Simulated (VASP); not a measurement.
# Ge (I4_1/amd) in VASP: single point with r2SCAN

Aim: the single point of Ge with r2SCAN.

Program: VASP 6.6.1. These are calculated values, not measurements. Logs are shortened: lines on timing, memory, paths and dates and some standing lists are left out, and cuts for length are marked.

**1. The cell of the first run**

The structure is tetragonal, space group I4_1/amd (No. 141). Conventional cell: a = 5.404 Å, b = 5.404 Å, c = 2.959 Å, α = 90.00°, β = 90.00°, γ = 90.00°. Within 3.7 Å of Ge (site symmetry -4m2) lie 10 Ge at 2.80 to 3.50 Å.

**2. Single point, r2SCAN (strain +0.050 along x and y, +0.050 along z)**

File POSCAR:

```
Ge
1.0
   -2.7021647331      2.7021647331      1.4795407439
    2.7021647331     -2.7021647331      1.4795407439
    2.7021647331      2.7021647331     -1.4795407439
Ge
2
Direct
    0.2500000000      0.7500000000      0.5000000000
    0.5000000000      0.5000000000      0.0000000000
```

File INCAR.step1:

```
SYSTEM = Ge
PREC = Accurate
ENCUT = 520
ISMEAR = 0
SIGMA = 0.15
LREAL = .FALSE.
LASPH = .TRUE.
NELM = 60
NBANDS = 21
GGA = PE
ALGO = Normal
EDIFF = 1E-4
LWAVE = .TRUE.
LCHARG = .FALSE.
```

File INCAR.step2:

```
SYSTEM = Ge
PREC = Accurate
ENCUT = 520
EDIFF = 1E-6
ISMEAR = 0
SIGMA = 0.15
LREAL = .FALSE.
LASPH = .TRUE.
NELM = 60
ALGO = Normal
ISIF = 2
LWAVE = .FALSE.
LCHARG = .FALSE.
METAGGA = R2SCAN
LMIXTAU = .TRUE.
NBANDS = 21
ISTART = 1
```

File KPOINTS:

```
Automatic mesh
0
G
  24 24 24
  0 0 0
```

Potentials or basis: VASP PAW PBE potentials, release 64 (Ge_d).

The run is started by

```console
$ cat potpaw_PBE.64/Ge_d/POTCAR > POTCAR
$ cp INCAR.step1 INCAR
$ mpirun -np 1 vasp_std > vasp.out
$ cp INCAR.step2 INCAR
$ mpirun -np 1 vasp_std > vasp.out
```

OUTCAR:

```text
SYSTEM = Ge
   PREC = Accurate
   ENCUT = 520
   EDIFF = 1E-6
   ISMEAR = 0
   LREAL = .FALSE.
   LASPH = .TRUE.
   NELM = 60
   ISIF = 2
   METAGGA = R2SCAN
   ISTART = 1

 ion  position               nearest neighbor table
   1  0.250  0.750  0.500-   2 2.80   2 2.80   2 2.80   2 2.80
   2  0.500  0.500  0.000-   1 2.80   1 2.80   1 2.80   1 2.80

  LATTYP: Found a body centered tetragonal cell.
 ALAT       =     5.4043294662
 C/A-ratio  =     0.5475390622

  Lattice vectors:

 A1 = (  -2.7021647331,   2.7021647331,   1.4795407439)
 A2 = (   2.7021647331,  -2.7021647331,   1.4795407439)
 A3 = (   2.7021647331,   2.7021647331,  -1.4795407439)

Analysis of symmetry for initial positions (statically):
=====================================================================
 Subroutine PRICEL returns:
 Original cell was already a primitive cell.

 Routine SETGRP: Setting up the symmetry group for a
 body centered tetragonal supercell.

 Subroutine GETGRP returns: Found 16 space group operations
 (whereof  8 operations were pure point group operations)
 out of a pool of 16 trial point group operations.

The static configuration has the point symmetry D_2d.
 The point group associated with its full space group is D_4h.

Analysis of symmetry for dynamics (positions and initial velocities):
=====================================================================
 Subroutine PRICEL returns:
 Original cell was already a primitive cell.

 Routine SETGRP: Setting up the symmetry group for a
 body centered tetragonal supercell.

 Subroutine GETGRP returns: Found 16 space group operations
 (whereof  8 operations were pure point group operations)
 out of a pool of 16 trial point group operations.

The dynamic configuration has the point symmetry D_2d.
 The point group associated with its full space group is D_4h.

 Subroutine INISYM returns: Found 16 space group operations
 (whereof  8 operations are pure point group operations),
 and found     1 'primitive' translations

----------------------------------------------------------------------------------------

                                     Primitive cell

  volume of cell :      43.2126

  direct lattice vectors                    reciprocal lattice vectors
    -2.702164733  2.702164733  1.479540744     0.000000000  0.185036831  0.337942704
     2.702164733 -2.702164733  1.479540744     0.185036831  0.000000000  0.337942704
     2.702164733  2.702164733 -1.479540744     0.185036831  0.185036831  0.000000000

  length of vectors
     4.097856672  4.097856672  4.097856672     0.385284181  0.385284181  0.261681596

  position of ions in fractional coordinates (direct lattice)
     0.250000000  0.750000000  0.500000000
     0.500000000  0.500000000  0.000000000

  ion indices of the primitive-cell ions
   primitive index   ion index
                 1           1
                 2           2

----------------------------------------------------------------------------------------

 KPOINTS: Automatic mesh

Automatic generation of k-mesh.
 Grid dimensions read from file:
 generate k-points for:   24   24   24

 Generating k-lattice:

  Cartesian coordinates                     Fractional coordinates (reciprocal lattice)
     0.000000000  0.007709868  0.014080946     0.041666667  0.000000000  0.000000000
     0.007709868  0.000000000  0.014080946     0.000000000  0.041666667  0.000000000
     0.007709868  0.007709868  0.000000000     0.000000000  0.000000000  0.041666667

  Length of vectors
     0.016053508  0.016053508  0.010903400

  Shift w.r.t. Gamma in fractional coordinates (k-lattice)
     0.000000000  0.000000000  0.000000000

 Subroutine IBZKPT returns following result:
 ===========================================

 Found   1063 irreducible k-points:

 Following reciprocal coordinates:
            Coordinates               Weight
  0.000000  0.000000  0.000000      1.000000
  0.041667  0.000000 -0.000000      8.000000
  0.083333  0.000000  0.000000      8.000000
  0.125000  0.000000 -0.000000      8.000000
  0.166667  0.000000 -0.000000      8.000000
  0.208333  0.000000  0.000000      8.000000
[... 16 lines left out ...]
  0.416667  0.041667 -0.000000     16.000000
  0.458333  0.041667 -0.000000     16.000000
 [... further k-points ...]
   k-points           NKPTS =   1063   k-points in BZ     NKDIM =   1063   number of bands    NBANDS=     21
   number of dos      NEDOS =    301   number of ions     NIONS =      2
   total plane-waves  NPLWV =  27000
   dimension x,y,z NGX =    30 NGY =   30 NGZ =   30
   dimension x,y,z NGXF=    60 NGYF=   60 NGZF=   60
   ions per type =               2
   NGX,Y,Z   is equivalent  to a cutoff of  12.17, 12.17, 12.17 a.u.
   NGXF,Y,Z  is equivalent  to a cutoff of  24.34, 24.34, 24.34 a.u.
 SYSTEM =  Ge
   PREC   = accura    normal or accurate (medium, high low for compatibility)
   ISTART =      1    job   : 0-new  1-cont  2-samecut
   ICHARG =      0    charge: 1-file 2-atom 10-const
   ISPIN  =      1    spin polarized calculation?
   LNONCOLLINEAR =      F non collinear calculations
   LSORBIT =      F    spin-orbit coupling
   LASPH  =      T    aspherical Exc in radial PAW
   ENCUT  =  520.0 eV  38.22 Ry    6.18 a.u.   7.62  7.62  7.62*2*pi/ulx,y,z
   NELM   =     60;   NELMIN=  2; NELMDL=  0     # of ELM steps
   EDIFF  = 0.1E-05   stopping-criterion for ELM
   LREAL  =      F    real-space projection
   EDIFFG = 0.1E-04   stopping-criterion for IOM
   NSW    =      0    number of steps for IOM
   IBRION =     -1    ionic relax: 0-MD 1-quasi-New 2-CG
   NFREE  =      0    steps in history (QN), initial steepest desc. (CG)
   ISIF   =      2    stress and relaxation
   ISYM   =      2    0-nonsym 1-usesym 2-fastsym
   POTIM  = 0.5000    time-step for ionic-motion
   TEBEG  =    0.0;   TEEND  =   0.0 temperature during run
   PSTRESS=    0.0 pullay stress
   NELECT =      28.0000    total number of electrons
   NUPDOWN=      -1.0000    fix difference up-down
   EMIN   =  10.00;   EMAX   =-10.00  energy-range for DOS
   EFERMI =   0.00;   METHOD = LEGACY
   ISMEAR =     0;   SIGMA  =   0.15  broadening in eV -4-tet -1-fermi 0-gaus
   EFERMI_NEDOS =   21; number of points for ismear=-14 and -15
   IALGO  =     38    algorithm
   IMIX   =      4    mixing-type and parameters
     AMIX     =   0.40;   BMIX     =  1.00
     AMIX_MAG =   1.60;   BMIX_MAG =  1.00
  volume/ion in A,a.u.               =      21.61       145.81
  Fermi-wavevector in a.u.,A,eV,Ry     =   1.416633  2.677048 27.304835  2.006849
  Thomas-Fermi vector in A             =   2.537947
   LORBIT       =      0    0 simple, 1 ext, 2 COOP (PROOUT), +10 PAW based schemes
   METAGGA = R2SCAN    functional components
   LHFCALC =     F    Hartree Fock is set to
   AEXX    =    0.0000 exact exchange contribution
   IVDW    =     0    specifies the selected vdW correction
   LEPSILON=     F    determine dielectric tensor
   LRPA    =     F    only Hartree local field effects (RPA)
 non-spin polarized calculation
 Gauss-broadening in eV      SIGMA  =   0.15
  energy-cutoff  :      520.00
  volume of cell :       43.21
 maximum number of plane-waves:      1197
   NGX = 15   NGY = 15   NGZ = 15

 number of electron      27.9999981 magnetization

 Free energy of the ion-electron system (eV)
  ---------------------------------------------------
  ext. energy  EPLUGINS =         0.00000000
  ---------------------------------------------------
  free energy    TOTEN  =       -26.85768927 eV

  energy without entropy =      -26.84771343  energy(sigma->0) =      -26.85270135

 E-fermi :   5.0526     XC(G=0): -11.5097

 val. band max:        5.0521645481   @ k =  -0.3333  -0.4583   0.2500
 cond. band min:       5.0556290173   @ k =   0.4167   0.0833   0.0833
 fundamental gap:      0.0034644692
 Fermi energy:         5.0526267678

 k-point     1 :       0.0000    0.0000    0.0000
  band No.  band energies     occupation
      1     -20.2940      2.00000
      2     -20.2664      2.00000
      3     -20.2421      2.00000
      4     -20.2354      2.00000
      5     -20.1742      2.00000
      6     -20.1741      2.00000
[... 13 lines left out ...]
     20      16.5403      0.00000
     21      17.4275      0.00000

 k-point     2 :       0.0417    0.0000   -0.0000
  band No.  band energies     occupation
      1     -20.2935      2.00000
      2     -20.2649      2.00000
      3     -20.2402      2.00000
      4     -20.2349      2.00000
      5     -20.1754      2.00000
      6     -20.1753      2.00000
[... 13 lines left out ...]
     20      16.5633      0.00000
     21      17.6240      0.00000

 k-point     3 :       0.0833    0.0000    0.0000
  band No.  band energies     occupation
      1     -20.2922      2.00000
      2     -20.2604      2.00000
      3     -20.2349      2.00000
      4     -20.2332      2.00000
      5     -20.1784      2.00000
      6     -20.1777      2.00000
[... 13 lines left out ...]
     20      16.5281      0.00000
     21      17.5056      0.00000

 k-point     4 :       0.1250    0.0000   -0.0000
  band No.  band energies     occupation
      1     -20.2900      2.00000
      2     -20.2534      2.00000
      3     -20.2306      2.00000
      4     -20.2271      2.00000
      5     -20.1827      2.00000
      6     -20.1800      2.00000
[... 13 lines left out ...]
     20      16.0079      0.00000
     21      16.6238      0.00000

 k-point     5 :       0.1667    0.0000   -0.0000
  band No.  band energies     occupation
      1     -20.2868      2.00000
      2     -20.2448      2.00000
      3     -20.2272      2.00000
      4     -20.2185      2.00000
      5     -20.1876      2.00000
      6     -20.1808      2.00000
[... 13 lines left out ...]
     20      15.2942      0.00000
     21      16.0198      0.00000

 k-point     6 :       0.2083    0.0000    0.0000
  band No.  band energies     occupation
      1     -20.2830      2.00000
      2     -20.2359      2.00000
      3     -20.2233      2.00000
      4     -20.2118      2.00000
      5     -20.1928      2.00000
      6     -20.1789      2.00000
[... 13 lines left out ...]
     20      14.6443      0.00000
     21      15.7340      0.00000

 k-point     7 :       0.2500    0.0000   -0.0000
  band No.  band energies     occupation
      1     -20.2789      2.00000
      2     -20.2284      2.00000
      3     -20.2198      2.00000
      4     -20.2094      2.00000
      5     -20.1973      2.00000
      6     -20.1804      2.00000
[... 13 lines left out ...]
     20      14.1026      0.00000
     21      15.7380      0.00000
[... 291 lines left out ...]
      1     -20.2736      2.00000
      2     -20.2216      2.00000
      3     -20.2172      2.00000
      4     -20.2113      2.00000
      5     -20.2004      2.00000
      6     -20.1879      2.00000
[... 13 lines left out ...]
     20      13.3605      0.00000
     21      16.0344      0.00000

 k-point    21 :       0.3333    0.0417   -0.0000
  band No.  band energies     occupation
      1     -20.2705      2.00000
      2     -20.2235      2.00000
      3     -20.2186      2.00000
      4     -20.2143      2.00000
      5     -20.1975      2.00000
      6     -20.1909      2.00000
[... 13 lines left out ...]
     20      14.1011      0.00000
     21      16.4820      0.00000

 k-point    22 :       0.3750    0.0417   -0.0000
  band No.  band energies     occupation
      1     -20.2677      2.00000
      2     -20.2268      2.00000
      3     -20.2235      2.00000
      4     -20.2127      2.00000
      5     -20.1942      2.00000
      6     -20.1930      2.00000
[... 13 lines left out ...]
     20      15.1158      0.00000
     21      16.9786      0.00000

 k-point    23 :       0.4167    0.0417   -0.0000
  band No.  band energies     occupation
      1     -20.2653      2.00000
      2     -20.2313      2.00000
      3     -20.2261      2.00000
      4     -20.2111      2.00000
      5     -20.1949      2.00000
      6     -20.1907      2.00000
[... 13 lines left out ...]
     20      16.1318      0.00000
     21      17.3097      0.00000

 k-point    24 :       0.4583    0.0417   -0.0000
  band No.  band energies     occupation
      1     -20.2634      2.00000
      2     -20.2346      2.00000
      3     -20.2269      2.00000
      4     -20.2103      2.00000
      5     -20.1955      2.00000
      6     -20.1888      2.00000
[... 13 lines left out ...]
     20      16.4977      0.00000
     21      16.8513      0.00000

 [... further k-points ...]

------------------------ aborting loop because EDIFF is reached ----------------------------------------

  FORCE on cell =-STRESS in cart. coord.  units (eV):
  Direction    XX          YY          ZZ          XY          YZ          ZX
  --------------------------------------------------------------------------------------
  -------------------------------------------------------------------------------------
  Total       -2.3151289     -2.3151289     -2.0284976      0.0000000     -0.0000000      0.0000000
  in kB      -85.8371318    -85.8371318    -75.2098157      0.0000000     -0.0000000      0.0000000
  external PRESSURE =     -82.2946931 kB  Pullay stress =       0.0000000 kB

 VOLUME and BASIS-vectors are now :
 -----------------------------------------------------------------------------
  energy-cutoff  :      520.00
  volume of cell :       43.21
      direct lattice vectors                 reciprocal lattice vectors
    -2.702164733  2.702164733  1.479540744     0.000000000  0.185036831  0.337942704
     2.702164733 -2.702164733  1.479540744     0.185036831  0.000000000  0.337942704
     2.702164733  2.702164733 -1.479540744     0.185036831  0.185036831  0.000000000

 POSITION                                       TOTAL-FORCE (eV/Angst)
 -----------------------------------------------------------------------------------
      2.70216      0.00000      0.73977        -0.000000      0.000000     -0.000000
      0.00000      0.00000      1.47954         0.000000     -0.000000      0.000000
 -----------------------------------------------------------------------------------
    total drift:                                0.000000     -0.000000      0.000000

  FREE ENERGIE OF THE ION-ELECTRON SYSTEM (eV)
  ---------------------------------------------------
  free  energy   TOTEN  =       -26.8576892696 eV

  energy  without entropy=      -26.8477134322  energy(sigma->0) =      -26.85270135
```

Run time: 88 min. Hardware: 1 thread of Oxide Virtual Turin-like, shared host; peak memory 0.75 GiB.

What came out:

* Free energy: -26.8577 eV
* Pressure: -8.2 GPa
* Band gap on the k mesh: zero (bands 14 and 15 overlap by 4.71 eV)

Stress tensor (GPa, compression positive):
```
-8.58  0.00  0.00
 0.00 -8.58  0.00
 0.00  0.00 -7.52
```

Levels at points of the mesh, in eV from the Fermi level:
| k point | band 10 | band 11 | band 12 | band 13 | band 14 | band 15 | band 16 | band 17 | band 18 | band 19 |
| --- | --- | --- | --- | --- | --- | --- | --- | --- | --- | --- |
| (0.00, 0.00, 0.00) | -25.13 | -12.63 | -4.53 | -2.04 | -2.04 | 4.13 | 7.03 | 7.03 | 7.26 | 7.39 |
| (0.50, 0.00, 0.00) | -25.16 | -8.08 | -6.14 | -2.73 | -1.76 | -1.21 | 3.01 | 3.27 | 5.05 | 8.92 |
| (0.50, 0.50, 0.00) | -25.19 | -10.10 | -10.10 | 0.69 | 0.69 | 1.88 | 1.88 | 6.90 | 6.90 | 11.03 |
| (0.50, 0.50, 0.50) | -25.22 | -8.76 | -8.76 | -5.14 | -5.14 | 5.70 | 5.70 | 9.97 | 9.97 | 14.51 |

Caveat: the cell differs from its parent crystal (strain +0.050 along x and y, +0.050 along z); the cell stands under tension; the PAW data sets were made with another functional, which shifts forces and pressure a little.
